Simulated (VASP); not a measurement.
Write the native input for VASP 6.6.1 that does the following.

- Task: single point
- Functional: PBE
- Potentials or basis: VASP PAW PBE potentials, release 64 (In_d)
- Cutoff: 520 eV
- k mesh: 16 × 16 × 9
- Occupations: fermi-dirac, width 0.08 eV
- Spin: no spin polarisation
- Dipole correction: no
- Further INCAR settings: ALGO = Normal; EDIFF = 1e-06; NBANDS = 20

The structure of In lies in POSCAR:

```
In
1.0
    2.6842357679      0.0000000000      0.0000000000
   -1.3421178839      2.3246163648      0.0000000000
    0.0000000000      0.0000000000      4.4571313878
In
2
Direct
    0.3333333333      0.6666666667      0.2500000000
    0.6666666667      0.3333333333      0.7500000000
```

These files were run (other wordings do the same):

INCAR

```
SYSTEM = In
ALGO = Normal ; EDIFF = 1E-6
ENCUT = 520 ; GGA = PE
ISIF = 2 ; ISMEAR = -1
LASPH = .TRUE. ; LCHARG = .FALSE.
LREAL = .FALSE. ; LWAVE = .FALSE.
NBANDS = 20 ; NELM = 60
PREC = Accurate ; SIGMA = 0.08
```

KPOINTS

```
k-points
0
G
  16 16 9
  0 0 0
```

Potentials or basis: VASP PAW PBE potentials, release 64 (In_d).

Command:

```bash
$ cat potpaw_PBE.64/In_d/POTCAR > POTCAR
$ mpirun -np 1 vasp_std > vasp.out
```

It gave:

| Quantity | Value |
| --- | --- |
| Pressure | 140.3 GPa |
| Band gap on the k mesh | zero (band 13 reaches 22.79 eV, above the bottom of band 14 at 14.96 eV) |

Caveat: spin-orbit coupling is left out, which moves the levels of the heavy elements.

Run time: 45 s on 1 thread of Intel Xeon 6975P-C (shared host), peak memory 0.19 GiB.
